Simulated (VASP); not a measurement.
Set up this calculation in VASP 6.6.1, as the native input.

| Property | Result |
| --- | --- |
| Task | relaxation of cell and atoms |
| Functional | r2SCAN |
| Potentials or basis | VASP PAW PBE potentials, release 64 (Rh_pv) |
| Cutoff | 600 eV |
| k mesh | 10 × 10 × 10 |
| Occupations | gaussian, width 0.1 eV |
| Spin | no spin polarisation |
| Target pressure | 20 GPa |
| Dipole correction | no |
| Further INCAR settings | ALGO = Normal; EDIFF = 1e-06; IBRION = 2; EDIFFG = -0.02; NSW = 80; ISIF = 3 |

Rh:

```
Rh
1.0
     1.50500    1.50500    1.50500
    -1.50500    1.50500    1.50500
    -1.50500   -1.50500    1.50500
Rh
1
Cartesian
  0.0000 0.0000 0.0000
```

These files were run (other wordings do the same):

POSCAR

```
Rh
1.0
    1.5050000000      1.5050000000      1.5050000000
   -1.5050000000      1.5050000000      1.5050000000
   -1.5050000000     -1.5050000000      1.5050000000
Rh
1
Direct
    0.0000000000      0.0000000000      0.0000000000
```

INCAR.step1

```
SYSTEM = Rh
  PREC = Accurate
  ENCUT = 600
  ISMEAR = 0
  SIGMA = 0.1
  LREAL = .FALSE.
  LASPH = .TRUE.
  NELM = 80
  GGA = PE
  ALGO = Normal
  EDIFF = 1E-4
  LWAVE = .TRUE.
  LCHARG = .FALSE.
```

INCAR.step2

```
SYSTEM = Rh
  PREC = Accurate
  ENCUT = 600
  EDIFF = 1E-6
  ISMEAR = 0
  SIGMA = 0.1
  LREAL = .FALSE.
  LASPH = .TRUE.
  NELM = 80
  ALGO = Normal
  ISIF = 3
  LWAVE = .FALSE.
  LCHARG = .FALSE.
  METAGGA = R2SCAN
  LMIXTAU = .TRUE.
  IBRION = 2
  NSW = 80
  EDIFFG = -0.02
  PSTRESS = 200.0
  ISTART = 1
```

KPOINTS

```
Automatic mesh
0
G
  10 10 10
  0 0 0
```

Potentials or basis: VASP PAW PBE potentials, release 64 (Rh_pv).

Launch:

```sh
$ cat potpaw_PBE.64/Rh_pv/POTCAR > POTCAR
$ cp INCAR.step1 INCAR
$ mpirun -np 1 vasp_std > vasp.out
$ cp INCAR.step2 INCAR
$ mpirun -np 1 vasp_std > vasp.out
```

Results of the run:

```
Relaxed volume                                         : 13.25 Å³/atom
Relaxed cell                                           : a = 2.582 Å, b = 2.582 Å, c = 2.582 Å, α = 70.53°, β = 109.47°, γ = 70.53°
Space group after relaxing (to 0.05 Å)                 : Im-3m (No. 229)
Energy change on relaxing (the enthalpy is what falls) : +36.1 meV/atom
Ionic steps                                            : 4
Pressure after relaxing                                : 20.1 GPa
```

Caveat: the cell is relaxed towards a set pressure, so the enthalpy falls and the energy may rise; the PAW data sets were made with another functional, which shifts forces and pressure a little.

Run time: 94 s on 1 thread of Intel Xeon 6975P-C (shared host), peak memory 0.15 GiB.
